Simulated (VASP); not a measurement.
A run of VASP 6.6.1 is set up as follows.

INCAR

```
SYSTEM = TaN
  ALGO = Normal
  EDIFF = 1E-6
  ENCUT = 600
  GGA_COMPAT = .False.
  ISIF = 2
  ISMEAR = 0
  LASPH = .True.
  LCHARG = .False.
  LREAL = .False.
  LWAVE = .False.
  NBANDS = 16
  NELM = 120
  PREC = Accurate
  SIGMA = 0.15
```

Contents of KPOINTS:

```
k-points
0
Gamma
  5 5 5
  0 0 0
```

Contents of POSCAR:

```
TaN
1.0
    2.9380000000      0.0000000000      0.0000000000
   -1.4690000000      2.5443826400      0.0000000000
    0.0000000000      0.0000000000      2.8830000000
Ta N
1 1
Direct
    0.3333333333      0.6666666667      0.5000000000
    0.0000000000      0.0000000000      0.0000000000
```

Potentials or basis: VASP PAW LDA potentials, release 64 (Ta_sv_GW, N).

Run with:

```console
$ cat potpaw_LDA.64/Ta_sv_GW/POTCAR potpaw_LDA.64/N/POTCAR > POTCAR
$ mpirun -np 1 vasp_std > vasp.out
```

(1) Predict the band gap on the k mesh.

(2) Estimate the pressure.

Results:

(1) zero (filled and empty bands touch).

(2) -10.6 GPa.

Caveat: the k points lie up to 0.49 Å⁻¹ apart; spin-orbit coupling is left out, which moves the levels of the heavy elements.
